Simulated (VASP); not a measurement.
Write the native input for VASP 6.6.1 that does the following.

```
Task                   : single point
Functional             : LDA
Potentials or basis    : VASP PAW LDA potentials, release 64 (Sb, Ga_d)
Cutoff                 : 520 eV
k mesh                 : 10 × 10 × 10
Occupations            : fermi-dirac, width 0.05 eV
Spin                   : no spin polarisation
Dipole correction      : no
Further INCAR settings : ALGO = Normal; EDIFF = 1e-07; NBANDS = 16
```

The structure of GaSb lies in POSCAR:

```
GaSb
1.0
   -1.5348727331      2.6388498790      2.8542093822
    1.5348727331     -2.6388498790      2.8542093822
    1.5348727331      2.6388498790     -2.8542093822
Sb Ga
1 1
Direct
    0.5000000000      0.5000000000      0.0000000000
    0.0000000000      0.0000000000      0.0000000000
```

One way to write it, as run:

INCAR

```
ALGO = Normal ; EDIFF = 1E-7
ENCUT = 520 ; ISIF = 2
ISMEAR = -1 ; LASPH = True
LCHARG = False ; LREAL = False
LWAVE = False ; NBANDS = 16
NELM = 60 ; PREC = Accurate
SIGMA = 0.05
```

KPOINTS

```
k-points
0
Gamma
  10 10 10
```

Potentials or basis: VASP PAW LDA potentials, release 64 (Sb, Ga_d).

The run is started by

```sh
$ cat potpaw_LDA.64/Sb/POTCAR potpaw_LDA.64/Ga_d/POTCAR > POTCAR
$ mpirun -np 1 vasp_std > vasp.out
```

Results of the run:

```yaml
Pressure: -2.4 GPa
Band_gap_on_the_k_mesh: zero (band 9 reaches 8.89 eV, above the bottom of band 10 at 4.21 eV)
```

Caveat: spin-orbit coupling is left out, which moves the levels of the heavy elements.

It took 110 s on 1 thread of Intel(R) Xeon(R) Platinum 8488C (Sapphire Rapids), with other jobs on the host, peak memory 0.25 GiB.
